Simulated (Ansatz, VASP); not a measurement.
C in VASP and in Ansatz

```
C
1.0
     2.46400    0.00000    0.00000
    -1.23200    2.13389    0.00000
     0.00000    0.00000    6.71100
C
4
Direct
  0.00000 0.00000 0.25000
  0.00000 0.00000 0.75000
  0.33333 0.66667 0.25000
  0.66667 0.33333 0.75000
```

Alike in both runs: task relaxation of cell and atoms; functional PBE; k mesh 20 × 20 × 6; occupations gaussian, width 0.05 eV; no spin polarisation.

|  | VASP | Ansatz |
| --- | --- | --- |
| version | VASP 6.6.1 | Ansatz 0.2.0 |
| potentials or method | VASP PAW PBE potentials, release 64 (C), cutoff 600 eV | scalar-relativistic, plane waves, PAW |
| valence electrons in the cell | 16 | 16 |

|  | VASP | Ansatz | Ansatz less VASP |
| --- | --- | --- | --- |
| gap on the k mesh at the Fermi level, each at its own relaxed structure (eV) | 0.72 | 0.80 | +0.077 |
| relaxed volume (Å³/atom) | 10.40 | 11.58 | +1.180 |
| relaxed length of the cell vector where the two differ most in proportion (Å) | 7.894 | 8.795 | +0.9004 |

One of these differences is far larger than is usual between the two programs; its cause wasn't traced.

Noted on VASP's run: the volume moved by over 15 % at a fixed basis, so the end points are rough.
